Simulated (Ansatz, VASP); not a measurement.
**Two plane-wave programs on HgTe**

Contents of INCAR:

```
PREC     = Accurate       # precision mode
ENCUT    = 520            # plane-wave cutoff, eV
EDIFF    = 1E-7           # SCF threshold, eV
ISMEAR   = 0              # smearing method
SIGMA    = 0.05           # smearing width, eV
LREAL    = False          # projectors in reciprocal space
LASPH    = True           # aspherical terms in the spheres
NELM     = 60             # most SCF steps
ALGO     = Normal         # electronic algorithm
ISIF     = 2              # what is computed and relaxed
LWAVE    = False          # write WAVECAR
LCHARG   = False          # write CHGCAR
GGA      = PE             # functional
NBANDS   = 16             # bands
```

KPOINTS

```
regular mesh
0
Gamma
  10 10 10
```

File POSCAR:

```
HgTe
1.0
    0.0000000000      3.4315232158      3.4315232158
    3.4315232158      0.0000000000      3.4315232158
    3.4315232158      3.4315232158      0.0000000000
Hg Te
1 1
Direct
    0.0000000000      0.0000000000      0.0000000000
    0.2500000000      0.2500000000      0.2500000000
```

Input for Ansatz:

```yaml
crystal:
  lattice:
    - [0.0, 3.4315232158, 3.4315232158]
    - [3.4315232158, 0.0, 3.4315232158]
    - [3.4315232158, 3.4315232158, 0.0]
  atoms:
    - { symbol: Hg, position: [0.0, 0.0, 0.0] }
    - { symbol: Te, position: [0.25, 0.25, 0.25] }
basis:
  ecutwfc: 420
  ecutrho_ratio: 4
kpoints:
  mp_grid: { grid: [10, 10, 10] }
hamiltonian:
  xc: pbe
scf:
  occupations: { method: gaussian, width: 0.05 }
output:
  forces: true
  stress: true
  eigenvalues: true
```

Alike in both runs: task single point; functional PBE; k mesh 10 × 10 × 10; occupations gaussian, width 0.05 eV; no spin polarisation.

|  | VASP | Ansatz |
| --- | --- | --- |
| version | VASP 6.6.1 | Ansatz 0.2.0 |
| potentials or method | VASP PAW PBE potentials, release 64 (Hg, Te), cutoff 520 eV | scalar-relativistic, plane waves, PAW |
| valence electrons in the cell | 18 | 36 |

|  | VASP | Ansatz | Ansatz less VASP |
| --- | --- | --- | --- |
| gap on the k mesh at the Fermi level (eV) | none | none | - |
| pressure (GPa) | -2.5 | -2.5 | -0.02 |

A gap of «none» marks a metal or a gap that the smearing closes. VASP's potentials hold 18 valence electrons a cell and Ansatz's 36, so a difference there can come from the potentials and not from the codes.

Neither program's run includes spin-orbit coupling.
